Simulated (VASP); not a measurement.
# LaMnIn (P-6m2) in VASP: notebook, part 2 of 2

VASP 6.6.1.

### Step 3. Single point, PBE, collinear spin, ferromagnetic start

Contents of INCAR:

```
PREC = Accurate ; ENCUT = 520
EDIFF = 1E-7 ; ISMEAR = -1
SIGMA = 0.05 ; LREAL = F
LASPH = T ; NELM = 150
ALGO = Normal ; ISIF = 2
LWAVE = F ; LCHARG = F
ISPIN = 2 ; MAGMOM = 0 0 3
LORBIT = 11 ; NUPDOWN = 3.0
LMAXMIX = 6 ; GGA = PE
NBANDS = 30
```

Contents of KPOINTS:

```
Automatic mesh
0
Gamma
  6 6 6
```

Contents of POSCAR:

```
LaMnIn
1.0
    4.5933407550      0.0000000000      0.0000000000
   -2.2966703775      3.9779497821      0.0000000000
    0.0000000000      0.0000000000      4.0965590000
La In Mn
1 1 1
Direct
    0.0000000000      0.0000000000      0.0000000000
    0.3333333333      0.6666666667      0.5000000000
    0.6666666667      0.3333333333      0.5000000000
```

Potentials or basis: VASP PAW PBE potentials, release 64 (La, In_d, Mn_pv).

Run with:

```
$ cat potpaw_PBE.64/La/POTCAR potpaw_PBE.64/In_d/POTCAR potpaw_PBE.64/Mn_pv/POTCAR > POTCAR
$ mpirun -np 1 vasp_std > vasp.out
```

OUTCAR:

```text
PREC = Accurate
   ENCUT = 520
   EDIFF = 1E-7
   ISMEAR = -1
   LREAL = F
   LASPH = T
   NELM = 150
   ISIF = 2
   ISPIN = 2
   LORBIT = 11
   NUPDOWN = 3.0
   GGA = PE

 ion  position               nearest neighbor table
   1  0.000  0.000  0.000-   2 3.35   3 3.35   2 3.35   3 3.35   3 3.35   3 3.35   2 3.35   2 3.35
                             3 3.35   3 3.35   2 3.35   2 3.35
   2  0.333  0.667  0.500-   3 2.65   3 2.65   3 2.65   1 3.35   1 3.35   1 3.35   1 3.35   1 3.35
                             1 3.35
   3  0.667  0.333  0.500-   2 2.65   2 2.65   2 2.65   1 3.35   1 3.35   1 3.35   1 3.35   1 3.35
                             1 3.35

  LATTYP: Found a hexagonal cell.
 ALAT       =     4.5933407550
 C/A-ratio  =     0.8918473979

  Lattice vectors:

 A1 = (   4.5933407550,   0.0000000000,   0.0000000000)
 A2 = (  -2.2966703775,   3.9779497821,   0.0000000000)
 A3 = (   0.0000000000,   0.0000000000,   4.0965590000)

Analysis of symmetry for initial positions (statically):
=====================================================================
 Subroutine PRICEL returns:
 Original cell was already a primitive cell.

 Routine SETGRP: Setting up the symmetry group for a
 hexagonal supercell.

 Subroutine GETGRP returns: Found 12 space group operations
 (whereof 12 operations were pure point group operations)
 out of a pool of 24 trial point group operations.

The static configuration has the point symmetry D_3h.

Analysis of symmetry for dynamics (positions and initial velocities):
=====================================================================
 Subroutine PRICEL returns:
 Original cell was already a primitive cell.

 Routine SETGRP: Setting up the symmetry group for a
 hexagonal supercell.

 Subroutine GETGRP returns: Found 12 space group operations
 (whereof 12 operations were pure point group operations)
 out of a pool of 24 trial point group operations.

The dynamic configuration has the point symmetry D_3h.

[... 158 lines left out ...]
  free energy    TOTEN  =       -16.58114803 eV

  energy without entropy =      -16.56470491  energy(sigma->0) =      -16.57292647

 E-fermi :   7.9739     XC(G=0): -10.4359

 val. band max:        7.9333232004   @ k =   0.3333   0.3333   0.5000
 cond. band min:       7.8661505932   @ k =   0.3333   0.1667   0.3333
 fundamental gap:     -0.0671726072
 Fermi energy:         7.8540062319

 spin component 1

 k-point     1 :       0.0000    0.0000    0.0000
  band No.  band energies     occupation
      1     -41.9610      1.00000
      2     -41.9610      1.00000
      3     -41.8860      1.00000
      4     -24.6002      1.00000
      5      -8.2899      1.00000
      6      -8.2899      1.00000
[... 781 lines left out ...]
     29      10.2818      0.00000
     30      11.2940      0.00000

 [... further k-points ...]

 spin component 2

 k-point     1 :       0.0000    0.0000    0.0000
  band No.  band energies     occupation
      1     -38.2720      1.00000
      2     -38.2720      1.00000
      3     -38.2055      1.00000
      4     -24.7066      1.00000
      5      -8.4398      1.00000
      6      -8.4398      1.00000
[... 781 lines left out ...]
     29      10.3184      0.00000
     30      11.3413      0.00000

 [... further k-points ...]

------------------------ aborting loop because EDIFF is reached ----------------------------------------

  FORCE on cell =-STRESS in cart. coord.  units (eV):
  Direction    XX          YY          ZZ          XY          YZ          ZX
  --------------------------------------------------------------------------------------
  -------------------------------------------------------------------------------------
  Total        2.7498221      2.7498221      1.1767382      0.0000000      0.0000000      0.0000000
  in kB       58.8583400     58.8583400     25.1873947      0.0000000      0.0000000      0.0000000
  external PRESSURE =      47.6346916 kB  Pullay stress =       0.0000000 kB

 VOLUME and BASIS-vectors are now :
 -----------------------------------------------------------------------------
  energy-cutoff  :      520.00
  volume of cell :       74.85
      direct lattice vectors                 reciprocal lattice vectors
     4.593340755  0.000000000  0.000000000     0.217706470  0.125692889  0.000000000
    -2.296670377  3.977949782  0.000000000     0.000000000  0.251385778  0.000000000
     0.000000000  0.000000000  4.096559000     0.000000000  0.000000000  0.244107311

 POSITION                                       TOTAL-FORCE (eV/Angst)
 -----------------------------------------------------------------------------------
      0.00000      0.00000      0.00000        -0.000000      0.000000      0.000000
     -0.00000      2.65197      2.04828         0.000000      0.000000      0.000000
      2.29667      1.32598      2.04828         0.000000      0.000000      0.000000
 -----------------------------------------------------------------------------------
    total drift:                               -0.000000      0.000000     -0.000000

  FREE ENERGIE OF THE ION-ELECTRON SYSTEM (eV)
  ---------------------------------------------------
  free  energy   TOTEN  =       -16.5811480264 eV

  energy  without entropy=      -16.5647049133  energy(sigma->0) =      -16.57292647

 total charge

# of ion       s       p       d       f       tot
--------------------------------------------------
    1        2.030   5.633   0.756   0.103   8.522
    2        0.937   0.894   9.823   0.000  11.654
    3        0.354   6.191   4.975   0.000  11.520
--------------------------------------------------
tot          3.321  12.718  15.555   0.103  31.696

 magnetization (x)

# of ion       s       p       d       f       tot
--------------------------------------------------
    1       -0.004  -0.009  -0.184  -0.008  -0.204
    2       -0.008  -0.117   0.014   0.000  -0.112
    3        0.048   0.017   3.467   0.000   3.531
--------------------------------------------------
tot          0.035  -0.109   3.297  -0.008   3.215
```

Wall time 3.2 min (1 thread of Intel Xeon 6975P-C, shared host); peak memory 0.3 GiB.

What came out:

* Free energy: -16.5811 eV
* Pressure: 4.8 GPa
* Net moment: 3.00 μB per cell
* Site moments: La -0.20; In -0.11; Mn +3.53 μB
* Valence electrons inside the program's atomic spheres: La 8.52; In 11.65; Mn 11.52

Caveat: spin-orbit coupling is left out, which moves the levels of the heavy elements; the total moment is fixed, so each spin has its own Fermi level.

### Step 4. Single point, PBE, collinear spin, ferromagnetic start

Contents of INCAR:

```
ALGO     = Normal         # electronic algorithm
EDIFF    = 1E-6           # SCF threshold, eV
ENCUT    = 520            # plane-wave cutoff, eV
GGA      = PE             # functional
ISIF     = 2              # what is computed and relaxed
ISMEAR   = -1             # smearing method
ISPIN    = 2              # spin polarisation
LASPH    = True           # aspherical terms in the spheres
LCHARG   = True           # write CHGCAR
LELF     = True           # ELF
LMAXMIX  = 6              # l up to which the mixer works
LORBIT   = 11             # projections on sites
LREAL    = False          # projectors in reciprocal space
LVHAR    = True         
LWAVE    = False          # write WAVECAR
MAGMOM   = 0 0 4          # initial moments
NBANDS   = 30             # bands
NELM     = 150            # most SCF steps
NUPDOWN  = 4.0            # fixed moment
PREC     = Accurate       # precision mode
SIGMA    = 0.05           # smearing width, eV
```

Contents of KPOINTS:

```
k-points
0
Gamma
  6 6 6
```

POSCAR is that of step 3.

Run with:

```
$ cat potpaw_PBE.64/La/POTCAR potpaw_PBE.64/In_d/POTCAR potpaw_PBE.64/Mn_pv/POTCAR > POTCAR
$ mpirun -np 1 vasp_std > vasp.out
```

Run time: 2.4 min. Hardware: 1 thread of Intel Xeon 6975P-C, shared host; peak memory 0.3 GiB.

It converged, with:

| Property | Result |
| --- | --- |
| Free energy | -16.4991 eV |
| Pressure | 5.7 GPa |
| Net moment | 4.00 μB per cell |
| Site moments | La -0.00; In -0.03; Mn +3.71 μB |
| Valence electrons inside the program's atomic spheres | La 8.52; In 11.66; Mn 11.51 |

Stress tensor (GPa, compression positive):
```
7.55 0.00 0.00
0.00 7.55 0.00
0.00 0.00 1.94
```

Caveat: spin-orbit coupling is left out, which moves the levels of the heavy elements; the total moment is fixed, so each spin has its own Fermi level.

### Step 5. Summary

```tsv
fixed moment (μB)	pressure (GPa)	moment (μB)
2.0	3.6	2.00
3.0	4.8	3.00
4.0	5.7	4.00
```

Alike in all rows: task single point; level PBE; potentials or basis VASP PAW PBE potentials, release 64 (La, In_d, Mn_pv); spin collinear, ferromagnetic start; cell as given; k mesh 6 × 6 × 6; cutoff (eV) 520; smearing fermi-dirac 0.05 eV.

Caveats: spin-orbit coupling is left out, which moves the levels of the heavy elements; the total moment is fixed, so each spin has its own Fermi level.

Absolute energies hang on the potentials; compare differences alone.
